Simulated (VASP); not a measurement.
Input of a VASP 6.6.1 run:

The input INCAR:

```
SYSTEM = Si
PREC     = Accurate       ! precision mode
ENCUT    = 520            ! plane-wave cutoff, eV
EDIFF    = 1E-7           ! SCF threshold, eV
ISMEAR   = -1             ! smearing method
SIGMA    = 0.05           ! smearing width, eV
LREAL    = .False.        ! projectors in reciprocal space
LASPH    = .True.         ! aspherical terms in the spheres
NELM     = 100            ! most SCF steps
ALGO     = Normal         ! electronic algorithm
ISIF     = 2              ! what is computed and relaxed
LWAVE    = .False.        ! write WAVECAR
LCHARG   = .True.         ! write CHGCAR
LELF     = .True.         ! ELF
LVHAR    = .True.       
NBANDS   = 11             ! bands
```

The input KPOINTS:

```
regular mesh
0
Gamma
  15 15 8
  0 0 0
```

File POSCAR:

```
Si
1.0
    2.6558673203      0.0000000000      0.0000000000
   -1.3279336601      2.3000485684      0.0000000000
    0.0000000000      0.0000000000      4.5071282423
Si
2
Direct
    0.3333333333      0.6666666667      0.2500000000
    0.6666666667      0.3333333333      0.7500000000
```

Potentials or basis: VASP PAW LDA potentials, release 64 (Si).

The run is started by

```console
$ cat potpaw_LDA.64/Si/POTCAR > POTCAR
$ mpirun -np 1 vasp_std > vasp.out
```

(1) Predict the band gap on the k mesh.

(2) What does it give for the pressure?

## Answers

(1) zero (band 4 reaches 19.88 eV, above the bottom of band 5 at 7.07 eV).

(2) 0.1 GPa.
